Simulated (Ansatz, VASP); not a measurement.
**Two plane-wave programs on SnTe**

Contents of INCAR:

```
SYSTEM = SnTe
PREC = Accurate
ENCUT = 500
EDIFF = 1E-6
ISMEAR = 0
SIGMA = 0.1
LREAL = .False.
LASPH = .True.
NELM = 120
ALGO = Normal
ISIF = 2
LWAVE = .False.
LCHARG = .False.
GGA = PS
NBANDS = 17
GGA_COMPAT = .False.
```

The input KPOINTS:

```
Automatic mesh
0
Gamma
  12 12 12
  0 0 0
```

File POSCAR:

```
SnTe
1.0
    3.7680745470      0.0000000000      0.0000000000
    0.0000000000      3.7680745470      0.0000000000
    0.0000000000      0.0000000000      3.7680745470
Sn Te
1 1
Direct
    0.0000000000      0.0000000000      0.0000000000
    0.5000000000      0.5000000000      0.5000000000
```

Input for Ansatz:

```yaml
crystal:
  lattice:
    - [3.768074547, 0.0, 0.0]
    - [0.0, 3.768074547, 0.0]
    - [0.0, 0.0, 3.768074547]
  atoms:
    - { symbol: Sn, position: [0.0, 0.0, 0.0] }
    - { symbol: Te, position: [0.5, 0.5, 0.5] }
basis:
  ecutwfc: 420
kpoints:
  mp_grid: { grid: [12, 12, 12] }
hamiltonian:
  xc: pbesol
scf:
  occupations: { method: gaussian, width: 0.1 }
output:
  forces: true
  stress: true
  eigenvalues: true
  write_density: true
  write_potential: true
  elf: true
  volumetric_format: npy
```

Alike in both runs: task single point; functional PBEsol; k mesh 12 × 12 × 12; occupations gaussian, width 0.1 eV; no spin polarisation.

|  | VASP | Ansatz |
| --- | --- | --- |
| version | VASP 6.6.1 | Ansatz 0.2.0 |
| potentials or method | VASP PAW PBE potentials, release 64 (Sn_d, Te), cutoff 500 eV | scalar-relativistic, plane waves, PAW |
| valence electrons in the cell | 20 | 30 |

```csv
,VASP,Ansatz,Ansatz less VASP
gap on the k mesh at the Fermi level (eV),none,none,-
pressure (GPa),1.8,1.8,+0.02
```

VASP's potentials were made for PBE, not for PBEsol. A gap of «none» marks a metal or a gap that the smearing closes. VASP's potentials hold 20 valence electrons a cell and Ansatz's 30, so a difference there can come from the potentials and not from the codes.

Spin-orbit coupling is off throughout.
